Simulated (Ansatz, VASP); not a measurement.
GaN: VASP beside Ansatz

POSCAR

```
GaN
1.0
    0.0000000000      2.2489525415      2.2489525415
    2.2489525415      0.0000000000      2.2489525415
    2.2489525415      2.2489525415      0.0000000000
Ga N
1 1
Direct
    0.0000000000      0.0000000000      0.0000000000
    0.2500000000      0.2500000000      0.2500000000
```

File INCAR.step1:

```
SYSTEM = GaN
PREC = Accurate ; ENCUT = 520
EDIFF = 1E-5 ; ISMEAR = 0
SIGMA = 0.01 ; LREAL = .False.
LASPH = .True. ; NELM = 80
ALGO = Normal ; ISIF = 2
LWAVE = .True. ; LCHARG = .False.
GGA = PE ; NBANDS = 16
```

File INCAR.step2:

```
SYSTEM = GaN
PREC = Accurate ; ENCUT = 520
EDIFF = 1E-6 ; ISMEAR = 0
SIGMA = 0.01 ; LREAL = .False.
LASPH = .True. ; NELM = 80
ALGO = Normal ; ISIF = 2
LWAVE = .False. ; LCHARG = .False.
GGA = PE ; LHFCALC = .True.
AEXX = 0.05 ; PRECFOCK = Normal
ISTART = 1 ; NBANDS = 16
```

The input KPOINTS:

```
Automatic mesh
0
Gamma
  4 4 4
  0 0 0
```

Input for Ansatz:

```yaml
crystal:
  lattice:
    - [0.0, 2.2489525415, 2.2489525415]
    - [2.2489525415, 0.0, 2.2489525415]
    - [2.2489525415, 2.2489525415, 0.0]
  atoms:
    - { symbol: Ga, position: [0.0, 0.0, 0.0] }
    - { symbol: "N", position: [0.25, 0.25, 0.25] }
kpoints:
  mp_grid: { grid: [4, 4, 4] }
hamiltonian:
  xc: { exchange: pbe, correlation: pbe, exx: { coeff: 0.05 } }
scf:
  occupations: { method: fixed }
  n_extra_bands: 4
output:
  forces: true
  stress: true
  eigenvalues: true
```

Alike in both runs: task single point; functional PBE-based global hybrid with a share of 0.05 of exact exchange; k mesh 4 × 4 × 4; no spin polarisation.

|  | VASP | Ansatz |
| --- | --- | --- |
| version | VASP 6.6.1 | Ansatz 0.2.0 |
| potentials or method | VASP PAW PBE potentials, release 64 (Ga_d, N) | plane waves |
| plane-wave cutoff (eV) | 520 | 420 |
| occupations | gaussian, width 0.01 eV | fixed |
| valence electrons in the cell | 18 | 18 |

|  | VASP | Ansatz | Ansatz less VASP |
| --- | --- | --- | --- |
| gap on the k mesh at the Fermi level (eV) | 2.15 | 2.13 | -0.022 |
| pressure (GPa) | 4.9 | 4.8 | -0.04 |

VASP's potentials were made for PBE, not for PBE-based global hybrid. Ansatz's warnings: stress exchange threshold loose, stress scf threshold loose.

The k mesh is coarse, so the values compare programs but aren't converged.
